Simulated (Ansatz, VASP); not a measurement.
Two plane-wave programs on Pb

File INCAR:

```
SYSTEM = Pb
PREC = Accurate
ENCUT = 520
EDIFF = 1E-6
ISMEAR = 0
SIGMA = 0.1
LREAL = .False.
LASPH = .True.
NELM = 80
ALGO = Normal
ISIF = 2
LWAVE = .False.
LCHARG = .False.
GGA = PE
NBANDS = 21
```

File KPOINTS:

```
regular mesh
0
Gamma
  14 14 14
  0 0 0
```

Contents of POSCAR:

```
Pb
1.0
    0.0000000000      2.7563643755      2.7563643755
    2.7563643755      0.0000000000      2.7563643755
    2.7563643755      2.7563643755      0.0000000000
Pb
2
Direct
    0.5000000000      0.5000000000      0.5000000000
    0.7500000000      0.7500000000      0.7500000000
```

Input for Ansatz:

```yaml
crystal:
  lattice:
    - [0.0, 2.7563643755, 2.7563643755]
    - [2.7563643755, 0.0, 2.7563643755]
    - [2.7563643755, 2.7563643755, 0.0]
  atoms:
    - { symbol: Pb, position: [0.5, 0.5, 0.5] }
    - { symbol: Pb, position: [0.75, 0.75, 0.75] }
basis:
  ecutwfc: 420
kpoints:
  mp_grid: { grid: [14, 14, 14] }
hamiltonian:
  xc: pbe
scf:
  occupations: { method: gaussian, width: 0.1 }
output:
  forces: true
  stress: true
  eigenvalues: true
```

Alike in both runs: task single point; functional PBE; k mesh 14 × 14 × 14; occupations gaussian, width 0.1 eV; no spin polarisation.

|  | VASP | Ansatz |
| --- | --- | --- |
| version | VASP 6.6.1 | Ansatz 0.2.0 |
| potentials or method | VASP PAW PBE potentials, release 64 (Pb_d), cutoff 520 eV | scalar-relativistic, plane waves, PAW |
| valence electrons in the cell | 28 | 28 |

Ansatz gave:

```
gap on the k mesh at the Fermi level (eV) : none
pressure (GPa)                            : 114.8
```

Task: Which values does VASP return?

Result: gap on the k mesh at the Fermi level (eV): none; pressure (GPa): 114.6.

A gap of «none» marks a metal or a gap that the smearing closes. Both programs put the cell under a high pressure, so it lies far from rest at this level.

Spin-orbit coupling is off throughout. Noted on VASP's run: the cell as given lies far from equilibrium.
